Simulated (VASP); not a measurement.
Input of a VASP 6.6.1 run:

File INCAR:

```
SYSTEM = Ti
PREC     = Accurate       ! precision mode
ENCUT    = 520            ! plane-wave cutoff, eV
EDIFF    = 1E-7           ! SCF threshold, eV
ISMEAR   = 1              ! smearing method
SIGMA    = 0.15           ! smearing width, eV
LREAL    = .False.        ! projectors in reciprocal space
LASPH    = .True.         ! aspherical terms in the spheres
NELM     = 60             ! most SCF steps
ALGO     = Normal         ! electronic algorithm
ISIF     = 2              ! what is computed and relaxed
LWAVE    = .False.        ! write WAVECAR
LCHARG   = .False.        ! write CHGCAR
GGA      = PS             ! functional
NBANDS   = 12             ! bands
```

Contents of KPOINTS:

```
Automatic mesh
0
Gamma
  13 13 13
  0 0 0
```

POSCAR

```
Ti
1.0
   -1.6410000000      1.6410000000      1.6410000000
    1.6410000000     -1.6410000000      1.6410000000
    1.6410000000      1.6410000000     -1.6410000000
Ti
1
Direct
    0.0000000000      0.0000000000      0.0000000000
```

Potentials or basis: VASP PAW PBE potentials, release 64 (Ti_sv).

Launch:

```console
$ cat potpaw_PBE.64/Ti_sv/POTCAR > POTCAR
$ mpirun -np 1 vasp_std > vasp.out
```

Task: Estimate the pressure.

Result: -7.0 GPa.

Task: What does it give for the band gap on the k mesh?

Result: Zero (band 6 reaches 8.74 eV, above the bottom of band 7 at 7.22 eV).

Caveat: the PAW data sets were made with another functional, which shifts forces and pressure a little.
